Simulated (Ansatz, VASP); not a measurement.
## TaSi2: VASP beside Ansatz

```
CELL_PARAMETERS angstrom
4.80616 0.00000 0.00000
-2.40308 4.16226 0.00000
0.00000 0.00000 6.59686
ATOMIC_POSITIONS crystal
Ta 0.50000 0.00000 0.00000
Ta 0.50000 0.50000 0.66667
Ta 0.00000 0.50000 0.33333
Si 0.15886 0.31773 0.00000
Si 0.84114 0.15886 0.66667
Si 0.68227 0.84114 0.33333
Si 0.84114 0.68227 0.00000
Si 0.15886 0.84114 0.66667
Si 0.31773 0.15886 0.33333
```

Alike in both runs: functional PBE; k mesh 12 × 12 × 6; occupations gaussian, width 0.1 eV; no spin polarisation.

Ansatz relaxed the structure, and its values are those at the end. VASP's run is a single point on that final structure, the one shown.

|  | VASP | Ansatz |
| --- | --- | --- |
| version | VASP 6.6.1 | Ansatz 0.2.0 |
| potentials or method | VASP PAW PBE potentials, release 64 (Ta_pv, Si), cutoff 520 eV | scalar-relativistic, plane waves, PAW |
| valence electrons in the cell | 57 | 63 |

Ansatz gave:

```
gap on the k mesh at the Fermi level (eV) : none
pressure (GPa)                            : 0.0
```

Problem. Which values does VASP return?

Solution. gap on the k mesh at the Fermi level (eV): none; pressure (GPa): 0.1.

A gap of «none» marks a metal or a gap that the smearing closes. With one functional, cell and mesh, what is left measures potentials, basis and numerics. VASP's potentials hold 57 valence electrons a cell and Ansatz's 63, so a difference there can come from the potentials and not from the codes.

Spin-orbit coupling is off throughout.
